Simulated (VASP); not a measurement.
# SnO2 (Cassiterite) in VASP: a series of runs, part 2 of 3

VASP 6.6.1. The steps go on from the part before.

### Step 3. Single point, revPBE+D3(BJ)

This run uses another cell than the first one, of 12.64 Å³/atom, 1.019 times its volume.

INCAR reads:

```
SYSTEM = SnO2
PREC = Accurate
ENCUT = 520
EDIFF = 1E-6
ISMEAR = -1
SIGMA = 0.05
LREAL = .FALSE.
LASPH = .TRUE.
NELM = 60
ALGO = Normal
ISIF = 2
LWAVE = .FALSE.
LCHARG = .FALSE.
GGA = RE
IVDW = 12
NBANDS = 35
```

KPOINTS reads:

```
regular mesh
0
G
  6 6 8
  0 0 0
```

POSCAR reads:

```
SnO2
1.0
    4.8309255526      0.0000000000      0.0000000000
    0.0000000000      4.8309255526      0.0000000000
    0.0000000000      0.0000000000      3.2489962586
Sn O
2 4
Direct
    0.5000000000      0.5000000000      0.5000000000
    0.0000000000      0.0000000000      0.0000000000
    0.8071000000      0.1929000000      0.5000000000
    0.6929000000      0.6929000000      0.0000000000
    0.1929000000      0.8071000000      0.5000000000
    0.3071000000      0.3071000000      0.0000000000
```

Potentials or basis: VASP PAW PBE potentials, release 64 (Sn_d, O).

The run is started by

```console
$ cat potpaw_PBE.64/Sn_d/POTCAR potpaw_PBE.64/O/POTCAR > POTCAR
$ mpirun -np 1 vasp_std > vasp.out
```

OUTCAR:

```text
SYSTEM = SnO2
   PREC = Accurate
   ENCUT = 520
   EDIFF = 1E-6
   ISMEAR = -1
   LREAL = .FALSE.
   LASPH = .TRUE.
   NELM = 60
   ISIF = 2
   GGA = RE
   IVDW = 12
 IVDW          = 12

 ion  position               nearest neighbor table
   1  0.500  0.500  0.500-   4 2.09   6 2.09   4 2.09   6 2.09   5 2.10   3 2.10
   2  0.000  0.000  0.000-   3 2.09   5 2.09   3 2.09   5 2.09   4 2.10   6 2.10
   3  0.807  0.193  0.500-   2 2.09   2 2.09   1 2.10
   4  0.693  0.693  0.000-   1 2.09   1 2.09   2 2.10
   5  0.193  0.807  0.500-   2 2.09   2 2.09   1 2.10
   6  0.307  0.307  0.000-   1 2.09   1 2.09   2 2.10

  LATTYP: Found a simple tetragonal cell.
 ALAT       =     4.8309255526
 C/A-ratio  =     0.6725411566

  Lattice vectors:

 A1 = (   4.8309255526,   0.0000000000,   0.0000000000)
 A2 = (   0.0000000000,   4.8309255526,   0.0000000000)
 A3 = (   0.0000000000,   0.0000000000,   3.2489962586)

Analysis of symmetry for initial positions (statically):
=====================================================================
[... 185 lines left out ...]
 cond. band min:       6.2683377229   @ k =   0.0000   0.0000   0.0000
 fundamental gap:      0.6839403281
 Fermi energy:         5.9406580476

 k-point     1 :       0.0000    0.0000    0.0000
  band No.  band energies     occupation
      1     -15.4839      2.00000
      2     -14.8277      2.00000
      3     -14.6479      2.00000
      4     -14.6176      2.00000
      5     -14.6176      2.00000
      6     -14.5586      2.00000
[... 901 lines left out ...]
     34      17.6511      0.00000
     35      17.9753      0.00000

 [... further k-points ...]

------------------------ aborting loop because EDIFF is reached ----------------------------------------

 Edisp (eV)   -2.43498

 E8    (eV) :    -1.6255

  FORCE on cell =-STRESS in cart. coord.  units (eV):
  Direction    XX          YY          ZZ          XY          YZ          ZX
  --------------------------------------------------------------------------------------
  -------------------------------------------------------------------------------------
  Total      -1.34207    -1.34207    -1.40262    -0.00000     0.00000     0.00000
  in kB     -28.35804   -28.35804   -29.63754    -0.00000     0.00000     0.00000
  external pressure =      -28.78 kB  Pullay stress =        0.00 kB

 VOLUME and BASIS-vectors are now :
 -----------------------------------------------------------------------------
  energy-cutoff  :      520.00
  volume of cell :       75.82
      direct lattice vectors                 reciprocal lattice vectors
     4.830925553  0.000000000  0.000000000     0.206999671  0.000000000  0.000000000
     0.000000000  4.830925553  0.000000000     0.000000000  0.206999671  0.000000000
     0.000000000  0.000000000  3.248996259     0.000000000  0.000000000  0.307787366

 POSITION                                       TOTAL-FORCE (eV/Angst)
 -----------------------------------------------------------------------------------
      2.41546      2.41546      1.62450         0.000000      0.000000      0.000000
      0.00000      0.00000      0.00000         0.000000      0.000000      0.000000
      3.89904      0.93189      1.62450        -0.073214      0.073214      0.000000
      3.34735      3.34735      0.00000         0.073214      0.073214      0.000000
      0.93189      3.89904      1.62450         0.073214     -0.073214      0.000000
      1.48358      1.48358      0.00000        -0.073214     -0.073214     -0.000000
 -----------------------------------------------------------------------------------
    total drift:                               -0.000000      0.000000      0.000000

  FREE ENERGIE OF THE ION-ELECTRON SYSTEM (eV)
  ---------------------------------------------------
  free  energy   TOTEN  =       -37.6838891767 eV

  energy  without entropy=      -37.6838807563  energy(sigma->0) =      -37.68388497
```

OSZICAR:

```text
N       E                     dE             d eps       ncg     rms          rms(c)
DAV:   1     0.635222863867E+03    0.63522E+03   -0.25401E+04  3884   0.229E+03
DAV:   2     0.579257590628E+02   -0.57730E+03   -0.54465E+03  3852   0.605E+02
DAV:   3    -0.362979055087E+02   -0.94224E+02   -0.91883E+02  3807   0.206E+02
DAV:   4    -0.411943668518E+02   -0.48965E+01   -0.48626E+01  4405   0.503E+01
DAV:   5    -0.413234498277E+02   -0.12908E+00   -0.12890E+00  4342   0.865E+00    0.157E+01
DAV:   6    -0.351185511214E+02    0.62049E+01   -0.17448E+01  5524   0.639E+01    0.606E+00
DAV:   7    -0.352523324860E+02   -0.13378E+00   -0.20381E+00  4004   0.785E+00    0.322E+00
DAV:   8    -0.352517236204E+02    0.60887E-03   -0.18088E-01  5160   0.395E+00    0.755E-01
DAV:   9    -0.352474223144E+02    0.43013E-02   -0.39196E-02  5647   0.287E+00    0.133E-01
DAV:  10    -0.352487397560E+02   -0.13174E-02   -0.49754E-03  4456   0.586E-01    0.506E-02
DAV:  11    -0.352489112564E+02   -0.17150E-03   -0.30213E-04  4668   0.126E-01    0.197E-02
DAV:  12    -0.352489133761E+02   -0.21197E-05   -0.13879E-05  5271   0.289E-02    0.109E-02
DAV:  13    -0.352489110789E+02    0.22972E-05   -0.87036E-06  4192   0.393E-02    0.329E-03
DAV:  14    -0.352489116066E+02   -0.52770E-06   -0.65504E-07  2438   0.553E-03
   1 F= -.37683889E+02 E0= -.37683885E+02  d E =-.842041E-05
```

Run time: 88 s. Hardware: 1 thread of Intel Xeon Platinum 8488C (Sapphire Rapids), shared host; peak memory 0.25 GiB.

What came out:

* Free energy: -37.6839 eV
* Pressure: -2.9 GPa
* Largest force: 0.104 eV/Å
* Band gap on the k mesh: 0.68 eV, direct
* Dispersion energy per atom: -0.406 eV

Forces on the atoms (eV/Å):
```
Sn   0.000  0.000  0.000
Sn   0.000  0.000  0.000
O   -0.073  0.073  0.000
O    0.073  0.073  0.000
O    0.073 -0.073  0.000
O   -0.073 -0.073  0.000
```

Caveat: the PAW data sets were made with another functional, which shifts forces and pressure a little; spin-orbit coupling is left out, which moves the levels of the heavy elements. revPBE gaps usually lie below the measured ones, often by a third to a half.

### Step 4. Single point, r2SCAN

This run uses another cell than the first one, of 12.09 Å³/atom, 0.975 times its volume.

POSCAR reads:

```
SnO2
1.0
    4.7599418542      0.0000000000      0.0000000000
    0.0000000000      4.7599418542      0.0000000000
    0.0000000000      0.0000000000      3.2008020347
Sn O
2 4
Direct
    0.5000000000      0.5000000000      0.5000000000
    0.0000000000      0.0000000000      0.0000000000
    0.8059108323      0.1940891677      0.5000000000
    0.6940891677      0.6940891677      0.0000000000
    0.1940891677      0.8059108323      0.5000000000
    0.3059108323      0.3059108323      0.0000000000
```

INCAR.step1 reads:

```
SYSTEM = SnO2
  PREC = Accurate
  ENCUT = 520
  ISMEAR = -1
  SIGMA = 0.05
  LREAL = .False.
  LASPH = .True.
  NELM = 100
  NBANDS = 35
  GGA = PE
  ALGO = Normal
  EDIFF = 1E-4
  LWAVE = .True.
  LCHARG = .False.
```

INCAR.step2 reads:

```
SYSTEM = SnO2
  PREC = Accurate
  ENCUT = 520
  EDIFF = 1E-6
  ISMEAR = -1
  SIGMA = 0.05
  LREAL = .False.
  LASPH = .True.
  NELM = 100
  ALGO = Normal
  ISIF = 2
  LWAVE = .False.
  LCHARG = .True.
  METAGGA = R2SCAN
  LMIXTAU = .True.
  LELF = .True.
  LVHAR = .True.
  NBANDS = 35
  ISTART = 1
```

KPOINTS reads:

```
regular mesh
0
Gamma
  6 6 8
  0 0 0
```

Potentials or basis: VASP PAW PBE potentials, release 64 (Sn_d, O).

The run is started by

```console
$ cat potpaw_PBE.64/Sn_d/POTCAR potpaw_PBE.64/O/POTCAR > POTCAR
$ cp INCAR.step1 INCAR
$ mpirun -np 1 vasp_std > vasp.out
$ cp INCAR.step2 INCAR
$ mpirun -np 1 vasp_std > vasp.out
```

OUTCAR:

```text
SYSTEM = SnO2
   PREC = Accurate
   ENCUT = 520
   EDIFF = 1E-6
   ISMEAR = -1
   LREAL = .False.
   LASPH = .True.
   NELM = 100
   ISIF = 2
   METAGGA = R2SCAN
   ISTART = 1

 ion  position               nearest neighbor table
   1  0.500  0.500  0.500-   3 2.06   5 2.06   4 2.07   6 2.07   4 2.07   6 2.07   2 3.73   2 3.73
                             2 3.73   2 3.73   2 3.73   2 3.73   2 3.73   2 3.73
   2  0.000  0.000  0.000-   4 2.06   6 2.06   5 2.07   3 2.07   3 2.07   5 2.07   1 3.73   1 3.73
                             1 3.73   1 3.73   1 3.73   1 3.73   1 3.73   1 3.73
   3  0.806  0.194  0.500-   1 2.06   2 2.07   2 2.07
   4  0.694  0.694  0.000-   2 2.06   1 2.07   1 2.07
   5  0.194  0.806  0.500-   1 2.06   2 2.07   2 2.07
   6  0.306  0.306  0.000-   2 2.06   1 2.07   1 2.07

  LATTYP: Found a simple tetragonal cell.
 ALAT       =     4.7599418542
 C/A-ratio  =     0.6724456165

  Lattice vectors:

 A1 = (   4.7599418542,   0.0000000000,   0.0000000000)
 A2 = (   0.0000000000,   4.7599418542,   0.0000000000)
 A3 = (   0.0000000000,   0.0000000000,   3.2008020347)

Analysis of symmetry for initial positions (statically):
=====================================================================
 Subroutine PRICEL returns:
 Original cell was already a primitive cell.

 Routine SETGRP: Setting up the symmetry group for a
 simple tetragonal supercell.

 Subroutine GETGRP returns: Found 16 space group operations
 (whereof  8 operations were pure point group operations)
 out of a pool of 16 trial point group operations.

The static configuration has the point symmetry D_2h.
 The point group associated with its full space group is D_4h.

Analysis of symmetry for dynamics (positions and initial velocities):
=====================================================================
 Subroutine PRICEL returns:
 Original cell was already a primitive cell.

[... 137 lines left out ...]
  volume/ion in A,a.u.               =      12.09        81.57
  Fermi-wavevector in a.u.,A,eV,Ry     =   1.465284  2.768986 29.212500  2.147058
  Thomas-Fermi vector in A             =   2.581160
   LORBIT       =      0    0 simple, 1 ext, 2 COOP (PROOUT), +10 PAW based schemes
   METAGGA = R2SCAN    functional components
   LHFCALC =     F    Hartree Fock is set to
   AEXX    =    0.0000 exact exchange contribution
   IVDW    =     0    specifies the selected vdW correction
   LEPSILON=     F    determine dielectric tensor
   LRPA    =     F    only Hartree local field effects (RPA)
 non-spin polarized calculation
  energy-cutoff  :      520.00
  volume of cell :       72.52
 maximum number of plane-waves:      1992
 NGX is ok and might be reduce to    36
   NGX = 17   NGY = 17   NGZ = 11

 number of electron      52.0000003 magnetization

 Free energy of the ion-electron system (eV)
  ---------------------------------------------------
  ext. energy  EPLUGINS =         0.00000000
  ---------------------------------------------------
  free energy    TOTEN  =       -84.62956384 eV

  energy without entropy =      -84.62956384  energy(sigma->0) =      -84.62956384

 E-fermi :   6.4503     XC(G=0): -11.9694

 val. band max:        5.5573421791   @ k =   0.0000   0.0000   0.0000
 cond. band min:       7.3513149678   @ k =   0.0000   0.0000   0.0000
 fundamental gap:      1.7939727887
 Fermi energy:         6.4503283075

 k-point     1 :       0.0000    0.0000    0.0000
  band No.  band energies     occupation
      1     -16.1798      2.00000
      2     -15.2666      2.00000
      3     -14.9665      2.00000
      4     -14.9665      2.00000
      5     -14.9441      2.00000
      6     -14.9056      2.00000
[... 901 lines left out ...]
     34      18.8067      0.00000
     35      19.0990      0.00000

 [... further k-points ...]

------------------------ aborting loop because EDIFF is reached ----------------------------------------

  FORCE on cell =-STRESS in cart. coord.  units (eV):
  Direction    XX          YY          ZZ          XY          YZ          ZX
  --------------------------------------------------------------------------------------
  -------------------------------------------------------------------------------------
  Total        0.4169511      0.4169511      0.6456890     -0.0000000      0.0000000      0.0000000
  in kB        9.2115686      9.2115686     14.2650024     -0.0000000      0.0000000      0.0000000
  external PRESSURE =      10.8960465 kB  Pullay stress =       0.0000000 kB

 VOLUME and BASIS-vectors are now :
 -----------------------------------------------------------------------------
  energy-cutoff  :      520.00
  volume of cell :       72.52
      direct lattice vectors                 reciprocal lattice vectors
     4.759941854  0.000000000  0.000000000     0.210086600  0.000000000  0.000000000
     0.000000000  4.759941854  0.000000000     0.000000000  0.210086600  0.000000000
     0.000000000  0.000000000  3.200802035     0.000000000  0.000000000  0.312421696

 POSITION                                       TOTAL-FORCE (eV/Angst)
 -----------------------------------------------------------------------------------
      2.37997      2.37997      1.60040         0.000000      0.000000      0.000000
      0.00000      0.00000      0.00000         0.000000      0.000000      0.000000
      3.83609      0.92385      1.60040        -0.019678      0.019678      0.000000
      3.30382      3.30382      0.00000         0.019678      0.019678      0.000000
      0.92385      3.83609      1.60040         0.019678     -0.019678     -0.000000
      1.45612      1.45612      0.00000        -0.019678     -0.019678     -0.000000
 -----------------------------------------------------------------------------------
    total drift:                               -0.000000      0.000000      0.000000

  FREE ENERGIE OF THE ION-ELECTRON SYSTEM (eV)
  ---------------------------------------------------
  free  energy   TOTEN  =       -84.6295638402 eV

  energy  without entropy=      -84.6295638399  energy(sigma->0) =      -84.62956384
```

OUTCAR.step1:

```text
SYSTEM = SnO2
   PREC = Accurate
   ENCUT = 520
   ISMEAR = -1
   LREAL = .False.
   LASPH = .True.
   NELM = 100
[... 1152 lines left out ...]
      3.30382      3.30382      0.00000         0.035554      0.035554      0.000000
      0.92385      3.83609      1.60040         0.035554     -0.035554     -0.000000
      1.45612      1.45612      0.00000        -0.035554     -0.035554     -0.000000
 -----------------------------------------------------------------------------------
    total drift:                               -0.000000      0.000000      0.000000

  FREE ENERGIE OF THE ION-ELECTRON SYSTEM (eV)
  ---------------------------------------------------
  free  energy   TOTEN  =       -37.2283992776 eV

  energy  without entropy=      -37.2283990688  energy(sigma->0) =      -37.22839917
```

Wall time 4.1 min (1 thread of Intel Xeon Platinum 8488C (Sapphire Rapids), shared host); peak memory 0.24 GiB.

Results:

* Free energy: -84.6296 eV
* Pressure: 1.1 GPa
* Largest force: 0.028 eV/Å
* Band gap on the k mesh: 1.79 eV, direct

Forces in eV/Å, atoms in the order of the input:
```
Sn   0.000  0.000  0.000
Sn   0.000  0.000  0.000
O   -0.020  0.020  0.000
O    0.020  0.020  0.000
O    0.020 -0.020  0.000
O   -0.020 -0.020  0.000
```

Caveat: the PAW data sets were made with another functional, which shifts forces and pressure a little; spin-orbit coupling is left out, which moves the levels of the heavy elements. r2SCAN opens gaps a little over a GGA but as a rule still falls short of measured ones.

### Step 5. Single point, PBEsol (atoms moved at random)

INCAR reads:

```
SYSTEM = SnO2
PREC = Accurate
ENCUT = 520
EDIFF = 1E-6
ISMEAR = -1
SIGMA = 0.05
LREAL = .False.
LASPH = .True.
NELM = 60
ALGO = Normal
ISIF = 2
LWAVE = .False.
LCHARG = .True.
GGA = PS
LELF = .True.
LVHAR = .True.
NBANDS = 35
```

KPOINTS reads:

```
Automatic mesh
0
Gamma
  6 6 8
  0 0 0
```

POSCAR reads:

```
SnO2
1.0
    4.7380000000      0.0000000000      0.0000000000
    0.0000000000      4.7380000000      0.0000000000
    0.0000000000      0.0000000000      3.1865000000
Sn O
2 4
Direct
    0.5013560000      0.5095060000      0.4974570000
   -0.0097630000      0.0061470000     -0.0017750000
    0.8074240000      0.1947060000      0.5055470000
    0.6973130000      0.6992190000      0.0034190000
    0.2080690000      0.8122900000      0.5098610000
    0.3084520000      0.3064930000     -0.0123700000
```

The run is started by

```console
$ cat potpaw_PBE.64/Sn_d/POTCAR potpaw_PBE.64/O/POTCAR > POTCAR
$ mpirun -np 1 vasp_std > vasp.out
```

Run time: 8.3 min. Hardware: 1 thread of AMD EPYC 7R43 (Zen 3), shared host; peak memory 0.34 GiB.

Results (log left out):

* Free energy: -39.5321 eV
* Pressure: 5.4 GPa
* Largest force: 1.718 eV/Å
* Band gap on the k mesh: 1.07 eV, direct

Forces in eV/Å, atoms in the order of the input:
```
Sn  -0.232 -0.823 -0.073
Sn   1.617 -0.213  0.540
O   -0.471  0.541 -0.433
O    0.026 -0.289 -0.135
O   -1.002  0.657 -0.404
O    0.063  0.127  0.505
```

Stress tensor (GPa, compression positive):
```
 4.50 -0.19 -0.56
-0.19  5.22 -0.81
-0.56 -0.81  6.39
```

Levels at points of the mesh, in eV from the valence-band top:
| k point | band 23 | band 24 | band 25 | band 26 | band 27 | band 28 | band 29 | band 30 |
| --- | --- | --- | --- | --- | --- | --- | --- | --- |
| (0.00, 0.00, 0.00) | -1.22 | -0.88 | -0.84 | 0.00 | 1.07 | 5.93 | 6.09 | 6.22 |
| (0.50, 0.00, 0.00) | -1.38 | -1.10 | -0.90 | -0.44 | 4.24 | 4.33 | 6.80 | 6.95 |
| (0.00, 0.50, 0.00) | -1.24 | -1.21 | -0.72 | -0.65 | 4.25 | 4.35 | 6.89 | 6.98 |
| (0.50, 0.50, 0.00) | -1.38 | -1.32 | -0.96 | -0.94 | 4.73 | 4.76 | 7.28 | 7.41 |
| (0.00, 0.00, 0.50) | -1.86 | -1.78 | -1.28 | -1.21 | 5.94 | 6.08 | 9.34 | 9.55 |
| (0.50, 0.00, 0.50) | -1.17 | -1.10 | -0.78 | -0.77 | 6.17 | 6.40 | 7.79 | 7.93 |
| (0.00, 0.50, 0.50) | -1.22 | -1.19 | -0.71 | -0.70 | 6.22 | 6.32 | 7.75 | 7.92 |
| (0.50, 0.50, 0.50) | -1.13 | -1.12 | -0.77 | -0.76 | 4.57 | 4.62 | 8.68 | 8.72 |

Caveat: the cell differs from its parent crystal (atoms moved at random); the PAW data sets were made with another functional, which shifts forces and pressure a little; spin-orbit coupling is left out, which moves the levels of the heavy elements.

(Part 2 of 3 ends here.)
